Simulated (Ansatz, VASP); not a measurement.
## One calculation of MgH2, two programs

Contents of POSCAR:

```
MgH2
1.0
    4.4849452995      0.0000000000      0.0000000000
    0.0000000000      4.4849452995      0.0000000000
    0.0000000000      0.0000000000      2.9964065034
Mg H
2 4
Direct
    0.0000000000      0.0000000000      0.0000000000
    0.5000000000      0.5000000000      0.5000000000
    0.3046827735      0.3046827735      0.0000000000
    0.1953172265      0.8046827735      0.5000000000
    0.6953172265      0.6953172265      0.0000000000
    0.8046827735      0.1953172265      0.5000000000
```

The input INCAR.step1:

```
SYSTEM = MgH2
PREC = Accurate
ENCUT = 520
EDIFF = 1E-5
ISMEAR = 0
SIGMA = 0.01
LREAL = .False.
LASPH = .True.
NELM = 80
ALGO = Normal
ISIF = 2
LWAVE = .True.
NBANDS = 13
GGA = PE
```

The input INCAR.step2:

```
SYSTEM = MgH2
PREC = Accurate
ENCUT = 520
EDIFF = 1E-7
ISMEAR = 0
SIGMA = 0.01
LREAL = .False.
LASPH = .True.
NELM = 80
ALGO = Normal
ISIF = 2
LWAVE = .False.
LCHARG = .True.
METAGGA = R2SCAN
LHFCALC = .True.
AEXX = 0.1
LMIXTAU = .True.
PRECFOCK = Fast
LELF = .True.
LVHAR = .True.
NBANDS = 13
ISTART = 1
```

KPOINTS

```
regular mesh
0
Gamma
  4 4 6
  0 0 0
```

Input for Ansatz:

```yaml
crystal:
  lattice:
    - [4.4849452995, 0.0, 0.0]
    - [0.0, 4.4849452995, 0.0]
    - [0.0, 0.0, 2.9964065034]
  atoms:
    - { symbol: Mg, position: [0.0, 0.0, 0.0] }
    - { symbol: Mg, position: [0.5, 0.5, 0.5] }
    - { symbol: H, position: [0.3046827735, 0.3046827735, 0.0] }
    - { symbol: H, position: [0.1953172265, 0.8046827735, 0.5] }
    - { symbol: H, position: [0.6953172265, 0.6953172265, 0.0] }
    - { symbol: H, position: [0.8046827735, 0.1953172265, 0.5] }
kpoints:
  mp_grid: { grid: [4, 4, 6] }
  band_path:
    path:
      - [0.0, 0.0, 0.0]
      - [0.0, 0.5, 0.0]
      - [0.5, 0.5, 0.0]
      - [0.0, 0.0, 0.5]
      - [0.0, 0.5, 0.5]
      - [0.5, 0.5, 0.5]
      - [0.15625, 0.15625, -0.085937]
      - [0.395833, 0.395833, -0.5]
      - [0.35, 0.35, 0.5]
    npoints: 1
hamiltonian:
  xc: r2scanh
scf:
  occupations: { method: fixed }
  n_extra_bands: 5
output:
  forces: true
  stress: true
  eigenvalues: true
```

Alike in both runs: task single point; functional r2SCANh; k mesh 4 × 4 × 6; no spin polarisation.

```csv
,VASP,Ansatz
version,VASP 6.6.1,Ansatz 0.2.0
potentials or method,"VASP PAW PBE potentials, release 64 (Mg, H)","plane waves, PAW"
plane-wave cutoff (eV),520,500
occupations,"gaussian, width 0.01 eV",fixed
valence electrons in the cell,8,24
```

```tsv
	VASP	Ansatz	Ansatz less VASP
gap on the k mesh at the Fermi level (eV)	5.25	5.27	+0.027
pressure (GPa)	-0.6	-0.2	+0.42
traceless stress, the component that is largest in VASP (GPa)	-0.11	-0.02	+0.083
```

VASP's potentials were made for PBE, not for r2SCANh. VASP's potentials hold 8 valence electrons a cell and Ansatz's 24, so a difference there can come from the potentials and not from the codes. Ansatz's warnings: stress exchange threshold loose, stress scf threshold loose.
